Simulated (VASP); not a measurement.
CdS, 2 atoms in the cell. Symmetry: P3m1, No. 156, trigonal system. The conventional cell has a = 4.345 Å, b = 4.345 Å, c = 5.918 Å, α = 90.00°, β = 90.00°, γ = 120.00°. Within 3.3 Å of Cd (site symmetry 3m) lie 3 S at 2.51 Å. Within 3.3 Å of S (site symmetry 3m) lie 3 Cd at 2.51 Å. 

| Item | Value |
| --- | --- |
| Program | VASP 6.6.1 |
| Task | single point |
| Functional | r2SCAN |
| Potentials or basis | VASP PAW PBE potentials, release 64 (Cd, S) |
| Cutoff | 520 eV |
| k mesh | 6 × 6 × 4 |
| Occupations | fermi-dirac, width 0.1 eV |
| Spin | no spin polarisation |
| Dipole correction | no |
| Further INCAR settings | ALGO = Normal; EDIFF = 1e-07; NBANDS = 16 |

Potentials or basis: VASP PAW PBE potentials, release 64 (Cd, S).

Command:

```bash
$ cat potpaw_PBE.64/Cd/POTCAR potpaw_PBE.64/S/POTCAR > POTCAR
$ cp INCAR.step1 INCAR
$ mpirun -np 1 vasp_std > vasp.out
$ cp INCAR.step2 INCAR
$ mpirun -np 1 vasp_std > vasp.out
```

Hardware: 1 thread of Intel(R) Xeon(R) 6975P-C (Granite Rapids), with other jobs on the host.

**Question.** Estimate the wall time of this run.

**Answer.** Run time: 70 s on 1 thread of Intel(R) Xeon(R) 6975P-C (Granite Rapids), with other jobs on the host, peak memory 0.23 GiB. Counts: k points 24.
